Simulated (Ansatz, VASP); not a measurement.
**Two plane-wave programs on RbBr**

File INCAR:

```
SYSTEM = RbBr
ALGO = Normal
EDIFF = 1E-7
EDIFFG = -0.01
ENCUT = 500
GGA = PS
GGA_COMPAT = .FALSE.
IBRION = 2
ISIF = 3
ISMEAR = 0
LASPH = .TRUE.
LCHARG = .FALSE.
LREAL = .FALSE.
LWAVE = .FALSE.
NELM = 120
NELMIN = 4
NSW = 80
PREC = Accurate
SIGMA = 0.01
```

Contents of KPOINTS:

```
k-points
0
G
  4 4 4
  0 0 0
```

POSCAR

```
RbBr
1.0
    0.0000000000      3.4270000000      3.4270000000
    3.4270000000      0.0000000000      3.4270000000
    3.4270000000      3.4270000000      0.0000000000
Rb Br
1 1
Direct
    0.0000000000      0.0000000000      0.0000000000
    0.5000000000      0.5000000000      0.5000000000
```

Input for Ansatz:

```yaml
crystal:
  lattice:
    bravais: fcc
    a: 6.854
  space_group: 225
  atoms:
    - { symbol: Rb, position: [0.0, 0.0, 0.0] }
    - { symbol: Br, position: [0.5, 0.0, 0.0] }
  reduce_to_primitive: true
kpoints:
  mp_grid:
    grid: [4, 4, 4]
hamiltonian:
  xc: pbesol
  dispersion: none
scf:
  convergence:
    dr2_threshold: 1.0e-07
  occupations:
    method: fixed
relax:
  cell: {}
```

Alike in both runs: task relaxation of cell and atoms; functional PBEsol; k mesh 4 × 4 × 4; no spin polarisation.

|  | VASP | Ansatz |
| --- | --- | --- |
| version | VASP 6.6.1 | Ansatz 0.2.0 |
| potentials or method | VASP PAW PBE potentials, release 64 (Rb_sv, Br) | plane waves, PAW |
| plane-wave cutoff (eV) | 500 | 420 |
| occupations | gaussian, width 0.01 eV | fixed |
| valence electrons in the cell | 16 | 16 |

VASP gave:

* relaxed volume (Å³/atom): 40.25
* relaxed cell length with the largest relative difference (Å): 4.847

**Question.** What did Ansatz give for the same quantities?

**Answer.** Relaxed volume (Å³/atom): 40.18; relaxed cell length with the largest relative difference (Å): 4.844.

VASP's potentials were made for PBE, not for PBEsol. Ansatz's warnings: stress scf threshold loose.

Noted on VASP's run: the relaxation stopped at its first step, so nothing moved.
